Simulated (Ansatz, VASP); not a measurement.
## Ca2TaO4: VASP beside Ansatz

INCAR

```
SYSTEM = Ca2TaO4
PREC = Accurate
ENCUT = 600
EDIFF = 1E-6
ISMEAR = 0
SIGMA = 0.1
LREAL = .False.
LASPH = .True.
NELM = 200
ALGO = Normal
ISIF = 2
LWAVE = .False.
LCHARG = .True.
ISPIN = 2
MAGMOM = 0 0 0 0 1 1 0 0 0 0 0 0 0 0
LORBIT = 11
LMAXMIX = 4
GGA = PE
LVHAR = .True.
NBANDS = 72
GGA_COMPAT = .False.
KPAR = 4
```

Contents of KPOINTS:

```
regular mesh
0
Gamma
  4 4 4
  0 0 0
```

POSCAR

```
Ca2TaO4
1.0
    2.7570407372     -5.8997337180      0.0000000000
    2.7570407372      5.8997337180      0.0000000000
    0.0000000000      0.0000000000      5.8469843589
Ca Ta O
4 2 8
Direct
    0.6486052009      0.3513947991      0.0249686016
    0.8513947991      0.1486052009      0.5249686016
    0.3513947991      0.6486052009      0.9750313984
    0.1486052009      0.8513947991      0.4750313984
    0.5000000000      0.5000000000      0.5000000000
    0.0000000000      0.0000000000      0.0000000000
    0.2246564446      0.2753435554      0.2500000000
    0.7246564446      0.7753435554      0.2500000000
    0.2753435554      0.2246564446      0.7500000000
    0.7753435554      0.7246564446      0.7500000000
    0.8307498500      0.1692501500      0.9204333911
    0.6692501500      0.3307498500      0.4204333911
    0.1692501500      0.8307498500      0.0795666089
    0.3307498500      0.6692501500      0.5795666089
```

Input for Ansatz:

```yaml
crystal:
  lattice:
    - [2.7570407372, -5.899733718, 0.0]
    - [2.7570407372, 5.899733718, 0.0]
    - [0.0, 0.0, 5.8469843589]
  atoms:
    - { symbol: Ca, position: [0.6486052009, 0.3513947991, 0.0249686016] }
    - { symbol: Ca, position: [0.8513947991, 0.1486052009, 0.5249686016] }
    - { symbol: Ca, position: [0.3513947991, 0.6486052009, 0.9750313984] }
    - { symbol: Ca, position: [0.1486052009, 0.8513947991, 0.4750313984] }
    - { symbol: Ta, position: [0.5, 0.5, 0.5], spin: 1.0 }
    - { symbol: Ta, position: [0.0, 0.0, 0.0], spin: 1.0 }
    - { symbol: O, position: [0.2246564446, 0.2753435554, 0.25] }
    - { symbol: O, position: [0.7246564446, 0.7753435554, 0.25] }
    - { symbol: O, position: [0.2753435554, 0.2246564446, 0.75] }
    - { symbol: O, position: [0.7753435554, 0.7246564446, 0.75] }
    - { symbol: O, position: [0.83074985, 0.16925015, 0.9204333911] }
    - { symbol: O, position: [0.66925015, 0.33074985, 0.4204333911] }
    - { symbol: O, position: [0.16925015, 0.83074985, 0.0795666089] }
    - { symbol: O, position: [0.33074985, 0.66925015, 0.5795666089] }
basis:
  ecutwfc: 420
kpoints:
  mp_grid: { grid: [4, 4, 4] }
hamiltonian:
  xc: pbe
scf:
  occupations: { method: gaussian, width: 0.1 }
  lower_state_search: "off"
output:
  forces: true
  stress: true
  eigenvalues: true
  populations: true
magnetization:
  spin_polarized: true
```

Alike in both runs: task single point; functional PBE; k mesh 4 × 4 × 4; occupations gaussian, width 0.1 eV; collinear spin.

|  | VASP | Ansatz |
| --- | --- | --- |
| version | VASP 6.6.1 | Ansatz 0.2.0 |
| potentials or method | VASP PAW PBE potentials, release 64 (Ca_sv, Ta_pv, O), cutoff 600 eV | scalar-relativistic, plane waves, PAW |
| valence electrons in the cell | 110 | 114 |

|  | VASP | Ansatz | Ansatz less VASP |
| --- | --- | --- | --- |
| gap on the k mesh at the Fermi level (eV) | none | none | - |
| pressure (GPa) | 0.6 | 0.2 | -0.43 |
| traceless stress, the component that is largest in VASP (GPa) | -0.75 | -0.87 | -0.123 |
| rms of the force components (eV/Å) | 0.031 | 0.025 | -0.0058 |
| net moment per atom (μB) | 0.05 | 0.05 | 0.000 |
| size of the moment on the site where the two differ most (μB) | 0.21 | 0.11 | -0.099 |

Site moments also hang on the region over which each program counts them. Atom by atom the forces differ by 0.009 eV/Å (rms over components). A gap of «none» marks a metal or a gap that the smearing closes. VASP's potentials hold 110 valence electrons a cell and Ansatz's 114, so a difference there can come from the potentials and not from the codes.

Neither program's run includes spin-orbit coupling.
